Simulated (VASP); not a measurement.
# InP (Fm-3m) in VASP: further runs

Runs on InP. Level: PBE. Tasks: single point.

Everything below comes from runs of VASP 6.6.1. Logs are shortened: lines on timing, memory, paths and dates and some standing lists are left out, and cuts for length are marked.

## (1) The cell of the first run

Symmetry: Fm-3m, No. 225, cubic system. Conventional cell: a = 5.613 Å, b = 5.613 Å, c = 5.613 Å, α = 90.00°, β = 90.00°, γ = 90.00°. In (site symmetry m-3m) has 6 P at 2.81 Å within 3.7 Å. Within 3.7 Å of P (site symmetry m-3m) lie 6 In at 2.81 Å.

## (2) Single point, PBE (22.10 Å³/atom)

INCAR reads:

```
ALGO = Normal
EDIFF = 1E-7
ENCUT = 520
GGA = PE
ISIF = 2
ISMEAR = 0
LASPH = True
LCHARG = False
LREAL = False
LWAVE = False
NBANDS = 16
NELM = 80
PREC = Accurate
SIGMA = 0.05
```

KPOINTS reads:

```
k-points
0
Gamma
  14 14 14
```

POSCAR reads:

```
InP
1.0
    0.0000000000      2.8064687056      2.8064687056
    2.8064687056      0.0000000000      2.8064687056
    2.8064687056      2.8064687056      0.0000000000
In P
1 1
Direct
    0.0000000000      0.0000000000      0.0000000000
    0.5000000000      0.5000000000      0.5000000000
```

Potentials or basis: VASP PAW PBE potentials, release 64 (In_d, P).

Started as:

```console
cat potpaw_PBE.64/In_d/POTCAR potpaw_PBE.64/P/POTCAR > POTCAR
mpirun -np 1 vasp_std > vasp.out
```

OUTCAR:

```text
EDIFF = 1E-7
   ENCUT = 520
   GGA = PE
   ISIF = 2
   ISMEAR = 0
   LASPH = True
   LREAL = False
   NELM = 80
   PREC = Accurate

 ion  position               nearest neighbor table
   1  0.000  0.000  0.000-   2 2.81   2 2.81   2 2.81   2 2.81   2 2.81   2 2.81
   2  0.500  0.500  0.500-   1 2.81   1 2.81   1 2.81   1 2.81   1 2.81   1 2.81

  LATTYP: Found a face centered cubic cell.
 ALAT       =     5.6129374112

  Lattice vectors:

 A1 = (   0.0000000000,   2.8064687056,   2.8064687056)
 A2 = (   2.8064687056,   0.0000000000,   2.8064687056)
 A3 = (   2.8064687056,   2.8064687056,   0.0000000000)

Analysis of symmetry for initial positions (statically):
=====================================================================
 Subroutine PRICEL returns:
 Original cell was already a primitive cell.

 Routine SETGRP: Setting up the symmetry group for a
 face centered cubic supercell.

 Subroutine GETGRP returns: Found 48 space group operations
 (whereof 48 operations were pure point group operations)
 out of a pool of 48 trial point group operations.

The static configuration has the point symmetry O_h .

Analysis of symmetry for dynamics (positions and initial velocities):
=====================================================================
 Subroutine PRICEL returns:
 Original cell was already a primitive cell.

 Routine SETGRP: Setting up the symmetry group for a
 face centered cubic supercell.

 Subroutine GETGRP returns: Found 48 space group operations
 (whereof 48 operations were pure point group operations)
 out of a pool of 48 trial point group operations.

The dynamic configuration has the point symmetry O_h .

 Subroutine INISYM returns: Found 48 space group operations
 (whereof 48 operations are pure point group operations),
 and found     1 'primitive' translations

----------------------------------------------------------------------------------------

                                     Primitive cell

  volume of cell :      44.2090

  direct lattice vectors                    reciprocal lattice vectors
     0.000000000  2.806468706  2.806468706    -0.178159834  0.178159834  0.178159834
     2.806468706  0.000000000  2.806468706     0.178159834 -0.178159834  0.178159834
     2.806468706  2.806468706  0.000000000     0.178159834  0.178159834 -0.178159834

  length of vectors
     3.968946106  3.968946106  3.968946106     0.308581885  0.308581885  0.308581885

  position of ions in fractional coordinates (direct lattice)
     0.000000000  0.000000000  0.000000000
     0.500000000  0.500000000  0.500000000

  ion indices of the primitive-cell ions
   primitive index   ion index
                 1           1
                 2           2

----------------------------------------------------------------------------------------

 KPOINTS: k-points

Automatic generation of k-mesh.
 Grid dimensions read from file:
 generate k-points for:   14   14   14

 Generating k-lattice:

  Cartesian coordinates                     Fractional coordinates (reciprocal lattice)
    -0.012725702  0.012725702  0.012725702     0.071428571  0.000000000  0.000000000
     0.012725702 -0.012725702  0.012725702     0.000000000  0.071428571  0.000000000
     0.012725702  0.012725702 -0.012725702     0.000000000  0.000000000  0.071428571

  Length of vectors
     0.022041563  0.022041563  0.022041563

  Shift w.r.t. Gamma in fractional coordinates (k-lattice)
     0.000000000  0.000000000  0.000000000

 Subroutine IBZKPT returns following result:
 ===========================================

 Found    104 irreducible k-points:

 Following reciprocal coordinates:
            Coordinates               Weight
  0.000000  0.000000  0.000000      1.000000
  0.071429  0.000000  0.000000      8.000000
  0.142857  0.000000  0.000000      8.000000
  0.214286  0.000000  0.000000      8.000000
  0.285714  0.000000  0.000000      8.000000
  0.357143  0.000000  0.000000      8.000000
[... 16 lines left out ...]
  0.214286  0.142857  0.000000     24.000000
  0.285714  0.142857  0.000000     24.000000
 [... further k-points ...]
   k-points           NKPTS =    104   k-points in BZ     NKDIM =    104   number of bands    NBANDS=     16
   number of dos      NEDOS =    301   number of ions     NIONS =      2
   total plane-waves  NPLWV =  27000
   dimension x,y,z NGX =    30 NGY =   30 NGZ =   30
   dimension x,y,z NGXF=    60 NGYF=   60 NGZF=   60
   ions per type =               1   1
   NGX,Y,Z   is equivalent  to a cutoff of  12.57, 12.57, 12.57 a.u.
   NGXF,Y,Z  is equivalent  to a cutoff of  25.13, 25.13, 25.13 a.u.
 SYSTEM =  unknown system
   PREC   = accura    normal or accurate (medium, high low for compatibility)
   ISTART =      0    job   : 0-new  1-cont  2-samecut
   ICHARG =      2    charge: 1-file 2-atom 10-const
   ISPIN  =      1    spin polarized calculation?
   LNONCOLLINEAR =      F non collinear calculations
   LSORBIT =      F    spin-orbit coupling
   LASPH  =      T    aspherical Exc in radial PAW
   ENCUT  =  520.0 eV  38.22 Ry    6.18 a.u.   7.38  7.38  7.38*2*pi/ulx,y,z
   NELM   =     80;   NELMIN=  2; NELMDL= -5     # of ELM steps
   EDIFF  = 0.1E-06   stopping-criterion for ELM
   LREAL  =      F    real-space projection
   EDIFFG = 0.1E-05   stopping-criterion for IOM
   NSW    =      0    number of steps for IOM
   IBRION =     -1    ionic relax: 0-MD 1-quasi-New 2-CG
   NFREE  =      0    steps in history (QN), initial steepest desc. (CG)
   ISIF   =      2    stress and relaxation
   ISYM   =      2    0-nonsym 1-usesym 2-fastsym
   POTIM  = 0.5000    time-step for ionic-motion
   TEBEG  =    0.0;   TEEND  =   0.0 temperature during run
   PSTRESS=    0.0 pullay stress
   NELECT =      18.0000    total number of electrons
   NUPDOWN=      -1.0000    fix difference up-down
   EMIN   =  10.00;   EMAX   =-10.00  energy-range for DOS
   EFERMI =   0.00;   METHOD = LEGACY
   ISMEAR =     0;   SIGMA  =   0.05  broadening in eV -4-tet -1-fermi 0-gaus
   EFERMI_NEDOS =   21; number of points for ismear=-14 and -15
   IALGO  =     38    algorithm
   IMIX   =      4    mixing-type and parameters
     AMIX     =   0.40;   BMIX     =  1.00
     AMIX_MAG =   1.60;   BMIX_MAG =  1.00
  volume/ion in A,a.u.               =      22.10       149.17
  Fermi-wavevector in a.u.,A,eV,Ry     =   1.213376  2.292948 20.031609  1.472282
  Thomas-Fermi vector in A             =   2.348830
   LORBIT       =      0    0 simple, 1 ext, 2 COOP (PROOUT), +10 PAW based schemes
   GGA     = PE    functional components
   LHFCALC =     F    Hartree Fock is set to
   AEXX    =    0.0000 exact exchange contribution
   IVDW    =     0    specifies the selected vdW correction
   LEPSILON=     F    determine dielectric tensor
   LRPA    =     F    only Hartree local field effects (RPA)
 non-spin polarized calculation
 Gauss-broadening in eV      SIGMA  =   0.05
  energy-cutoff  :      520.00
  volume of cell :       44.21
 maximum number of plane-waves:      1243
 NGX is ok and might be reduce to    30
   NGX = 15   NGY = 15   NGZ = 15

 number of electron      18.0000000 magnetization

 Free energy of the ion-electron system (eV)
  ---------------------------------------------------
  ext. energy  EPLUGINS =         0.00000000
  ---------------------------------------------------
  free energy    TOTEN  =        -7.90129002 eV

  energy without entropy =       -7.89936811  energy(sigma->0) =       -7.90032907

 E-fermi :   6.4991     XC(G=0): -10.2106

 val. band max:        6.4730746250   @ k =   0.5000   0.3571   0.0714
 cond. band min:       6.5014715242   @ k =   0.3571   0.1429   0.0714
 fundamental gap:      0.0283968992
 Fermi energy:         6.4991038954

 k-point     1 :       0.0000    0.0000    0.0000
  band No.  band energies     occupation
      1      -7.6128      2.00000
      2      -7.6128      2.00000
      3      -7.5955      2.00000
      4      -7.5955      2.00000
      5      -7.5955      2.00000
      6      -5.1698      2.00000
[... 8 lines left out ...]
     15      14.7836      0.00000
     16      14.7836      0.00000

 k-point     2 :       0.0714    0.0000    0.0000
  band No.  band energies     occupation
      1      -7.6147      2.00000
      2      -7.6147      2.00000
      3      -7.5954      2.00000
      4      -7.5927      2.00000
      5      -7.5927      2.00000
      6      -5.1093      2.00000
[... 8 lines left out ...]
     15      14.3198      0.00000
     16      14.8247      0.00000

 k-point     3 :       0.1429    0.0000    0.0000
  band No.  band energies     occupation
      1      -7.6214      2.00000
      2      -7.6214      2.00000
      3      -7.5957      2.00000
      4      -7.5834      2.00000
      5      -7.5834      2.00000
      6      -4.9294      2.00000
[... 8 lines left out ...]
     15      14.3654      0.00000
     16      14.7196      0.00000

 k-point     4 :       0.2143    0.0000    0.0000
  band No.  band energies     occupation
      1      -7.6321      2.00000
      2      -7.6321      2.00000
      3      -7.5967      2.00000
      4      -7.5690      2.00000
      5      -7.5690      2.00000
      6      -4.6375      2.00000
[... 8 lines left out ...]
     15      14.8698      0.00000
     16      14.8698      0.00000

 k-point     5 :       0.2857    0.0000    0.0000
  band No.  band energies     occupation
      1      -7.6443      2.00000
      2      -7.6443      2.00000
      3      -7.5983      2.00000
      4      -7.5527      2.00000
      5      -7.5527      2.00000
      6      -4.2511      2.00000
[... 8 lines left out ...]
     15      15.5858      0.00000
     16      15.5858      0.00000

 k-point     6 :       0.3571    0.0000    0.0000
  band No.  band energies     occupation
      1      -7.6554      2.00000
      2      -7.6554      2.00000
      3      -7.6003      2.00000
      4      -7.5378      2.00000
      5      -7.5378      2.00000
      6      -3.8104      2.00000
[... 8 lines left out ...]
     15      16.4395      0.00000
     16      16.4395      0.00000

 k-point     7 :       0.4286    0.0000    0.0000
  band No.  band energies     occupation
      1      -7.6630      2.00000
      2      -7.6630      2.00000
      3      -7.6019      2.00000
      4      -7.5274      2.00000
      5      -7.5274      2.00000
      6      -3.4094      2.00000
[... 8 lines left out ...]
     15      17.2998      0.00000
     16      17.2998      0.00000

 k-point     8 :       0.5000    0.0000    0.0000
  band No.  band energies     occupation
      1      -7.6658      2.00000
      2      -7.6658      2.00000
      3      -7.6025      2.00000
      4      -7.5238      2.00000
      5      -7.5238      2.00000
      6      -3.2314      2.00000
[... 8 lines left out ...]
     15      17.7487      0.00000
     16      17.7487      0.00000

 k-point     9 :       0.0714    0.0714    0.0000
  band No.  band energies     occupation
      1      -7.6197      2.00000
      2      -7.6107      2.00000
      3      -7.5978      2.00000
      4      -7.5909      2.00000
      5      -7.5909      2.00000
      6      -5.0884      2.00000
[... 8 lines left out ...]
     15      15.2409      0.00000
     16      15.2409      0.00000
[... 172 lines left out ...]
 k-point    19 :      -0.2143    0.0714    0.0000
  band No.  band energies     occupation
      1      -7.6405      2.00000
      2      -7.6355      2.00000
      3      -7.5967      2.00000
      4      -7.5680      2.00000
      5      -7.5582      2.00000
      6      -4.4617      2.00000
[... 8 lines left out ...]
     15      15.0664      0.00000
     16      16.0256      0.00000

 k-point    20 :      -0.1429    0.0714    0.0000
  band No.  band energies     occupation
      1      -7.6296      2.00000
      2      -7.6233      2.00000
      3      -7.5965      2.00000
      4      -7.5816      2.00000
      5      -7.5728      2.00000
      6      -4.7889      2.00000
[... 8 lines left out ...]
     15      15.2059      0.00000
     16      15.3246      0.00000

 k-point    21 :      -0.0714    0.0714    0.0000
  band No.  band energies     occupation
      1      -7.6208      2.00000
      2      -7.6157      2.00000
      3      -7.5963      2.00000
      4      -7.5900      2.00000
      5      -7.5851      2.00000
      6      -5.0082      2.00000
[... 8 lines left out ...]
     15      14.7918      0.00000
     16      15.2478      0.00000

 k-point    22 :       0.1429    0.1429    0.0000
  band No.  band energies     occupation
      1      -7.6440      2.00000
      2      -7.6050      2.00000
      3      -7.6042      2.00000
      4      -7.5781      2.00000
      5      -7.5781      2.00000
      6      -4.8398      2.00000
[... 8 lines left out ...]
     15      16.2576      0.00000
     16      16.2576      0.00000

 k-point    23 :       0.2143    0.1429    0.0000
  band No.  band energies     occupation
      1      -7.6624      2.00000
      2      -7.6067      2.00000
      3      -7.6062      2.00000
      4      -7.5694      2.00000
      5      -7.5658      2.00000
      6      -4.6147      2.00000
[... 8 lines left out ...]
     15      16.1944      0.00000
     16      16.5155      0.00000

 k-point    24 :       0.2857    0.1429    0.0000
  band No.  band energies     occupation
      1      -7.6802      2.00000
      2      -7.6143      2.00000
      3      -7.6059      2.00000
      4      -7.5609      2.00000
      5      -7.5493      2.00000
      6      -4.2835      2.00000
[... 8 lines left out ...]
     15      16.5561      0.00000
     16      16.6673      0.00000

 [... further k-points ...]

------------------------ aborting loop because EDIFF is reached ----------------------------------------

  FORCE on cell =-STRESS in cart. coord.  units (eV):
  Direction    XX          YY          ZZ          XY          YZ          ZX
  --------------------------------------------------------------------------------------
  -------------------------------------------------------------------------------------
  Total       -0.7283214     -0.7283214     -0.7283214     -0.0000000      0.0000000     -0.0000000
  in kB      -26.3950824    -26.3950824    -26.3950824     -0.0000000      0.0000000     -0.0000000
  external PRESSURE =     -26.3950824 kB  Pullay stress =       0.0000000 kB

 VOLUME and BASIS-vectors are now :
 -----------------------------------------------------------------------------
  energy-cutoff  :      520.00
  volume of cell :       44.21
      direct lattice vectors                 reciprocal lattice vectors
     0.000000000  2.806468706  2.806468706    -0.178159834  0.178159834  0.178159834
     2.806468706  0.000000000  2.806468706     0.178159834 -0.178159834  0.178159834
     2.806468706  2.806468706  0.000000000     0.178159834  0.178159834 -0.178159834

 POSITION                                       TOTAL-FORCE (eV/Angst)
 -----------------------------------------------------------------------------------
      0.00000      0.00000      0.00000         0.000000      0.000000     -0.000000
      2.80647      2.80647      2.80647        -0.000000     -0.000000      0.000000
 -----------------------------------------------------------------------------------
    total drift:                               -0.000000      0.000000      0.000000

  FREE ENERGIE OF THE ION-ELECTRON SYSTEM (eV)
  ---------------------------------------------------
  free  energy   TOTEN  =        -7.9012900230 eV

  energy  without entropy=       -7.8993681148  energy(sigma->0) =       -7.90032907
```

Run time: 62 s. Hardware: 1 thread of Intel Xeon Platinum 8488C (Sapphire Rapids), shared host; peak memory 0.21 GiB.

Results:

```
Free energy            : -7.9013 eV
Pressure               : -2.6 GPa
Band gap on the k mesh : zero (bands 9 and 10 overlap by 2.49 eV)
```

Caveat: spin-orbit coupling is left out, which moves the levels of the heavy elements.

## (3) Single point, PBE (17.00 Å³/atom)

This run uses another cell than the first one, of 17.00 Å³/atom.

INCAR reads:

```
ALGO = Normal
EDIFF = 1E-7
ENCUT = 520
GGA = PE
ISIF = 2
ISMEAR = 0
LASPH = True
LCHARG = True
LELF = True
LREAL = False
LVHAR = True
LWAVE = False
NBANDS = 16
NELM = 100
PREC = Accurate
SIGMA = 0.05
```

KPOINTS reads:

```
k-points
0
Gamma
  16 16 16
```

POSCAR reads:

```
InP
1.0
    0.0000000000      2.5714559341      2.5714559341
    2.5714559341      0.0000000000      2.5714559341
    2.5714559341      2.5714559341      0.0000000000
In P
1 1
Direct
    0.0000000000      0.0000000000      0.0000000000
    0.5000000000      0.5000000000      0.5000000000
```

Potentials or basis: VASP PAW PBE potentials, release 64 (In_d, P).

Started as:

```console
cat potpaw_PBE.64/In_d/POTCAR potpaw_PBE.64/P/POTCAR > POTCAR
mpirun -np 1 vasp_std > vasp.out
```

OUTCAR:

```text
EDIFF = 1E-7
   ENCUT = 520
   GGA = PE
   ISIF = 2
   ISMEAR = 0
   LASPH = True
   LREAL = False
   NELM = 100
   PREC = Accurate

 ion  position               nearest neighbor table
   1  0.000  0.000  0.000-   2 2.57   2 2.57   2 2.57   2 2.57   2 2.57   2 2.57
   2  0.500  0.500  0.500-   1 2.57   1 2.57   1 2.57   1 2.57   1 2.57   1 2.57

  LATTYP: Found a face centered cubic cell.
 ALAT       =     5.1429118682

  Lattice vectors:

 A1 = (   0.0000000000,   2.5714559341,   2.5714559341)
[... 642 lines left out ...]
------------------------ aborting loop because EDIFF is reached ----------------------------------------

  FORCE on cell =-STRESS in cart. coord.  units (eV):
  Direction    XX          YY          ZZ          XY          YZ          ZX
  --------------------------------------------------------------------------------------
  -------------------------------------------------------------------------------------
  Total        5.9216152      5.9216152      5.9216152     -0.0000000     -0.0000000      0.0000000
  in kB      278.9867057    278.9867057    278.9867057     -0.0000000     -0.0000000      0.0000000
  external PRESSURE =     278.9867057 kB  Pullay stress =       0.0000000 kB

 VOLUME and BASIS-vectors are now :
 -----------------------------------------------------------------------------
  energy-cutoff  :      520.00
  volume of cell :       34.01
      direct lattice vectors                 reciprocal lattice vectors
     0.000000000  2.571455934  2.571455934    -0.194442375  0.194442375  0.194442375
     2.571455934  0.000000000  2.571455934     0.194442375 -0.194442375  0.194442375
     2.571455934  2.571455934  0.000000000     0.194442375  0.194442375 -0.194442375

 POSITION                                       TOTAL-FORCE (eV/Angst)
 -----------------------------------------------------------------------------------
      0.00000      0.00000      0.00000         0.000000      0.000000      0.000000
      2.57146      2.57146      2.57146         0.000000      0.000000     -0.000000
 -----------------------------------------------------------------------------------
    total drift:                               -0.000000      0.000000      0.000000

  FREE ENERGIE OF THE ION-ELECTRON SYSTEM (eV)
  ---------------------------------------------------
  free  energy   TOTEN  =        -7.3155605720 eV

  energy  without entropy=       -7.3143481311  energy(sigma->0) =       -7.31495435
```

stdout:

```text
POSCAR found type information on POSCAR InP
 POSCAR found :  2 types and       2 ions
 scaLAPACK will be used
 LDA part: xc-table for (Slater+PW92), standard interpolation
 POSCAR, INCAR and KPOINTS ok, starting setup
 FFT: planning ... GRIDC
 FFT: planning ... GRID_SOFT
 FFT: planning ... GRID
 WAVECAR not read
 entering main loop
```

Run time: 57 s. Hardware: 1 thread of Intel Xeon Platinum 8488C (Sapphire Rapids), shared host; peak memory 0.21 GiB.

Results:

```yaml
Free_energy: -7.3156 eV
Pressure: 27.9 GPa
Band_gap_on_the_k_mesh: zero (bands 9 and 10 overlap by 2.64 eV)
```

Levels at points of the mesh, in eV from the Fermi level:
| k point | band 5 | band 6 | band 7 | band 8 | band 9 | band 10 | band 11 | band 12 | band 13 | band 14 |
| --- | --- | --- | --- | --- | --- | --- | --- | --- | --- | --- |
| (0.00, 0.00, 0.00) | -14.62 | -13.93 | -0.51 | -0.51 | -0.51 | 2.55 | 7.10 | 7.10 | 7.10 | 9.18 |
| (0.50, 0.00, 0.00) | -14.45 | -11.07 | -7.96 | 0.21 | 0.21 | 2.52 | 3.26 | 3.26 | 7.02 | 11.65 |
| (0.50, 0.50, 0.00) | -14.39 | -9.09 | -6.52 | -3.19 | -3.19 | -2.26 | 3.32 | 11.86 | 11.86 | 12.08 |

Caveat: the cell stands under pressure; spin-orbit coupling is left out, which moves the levels of the heavy elements.
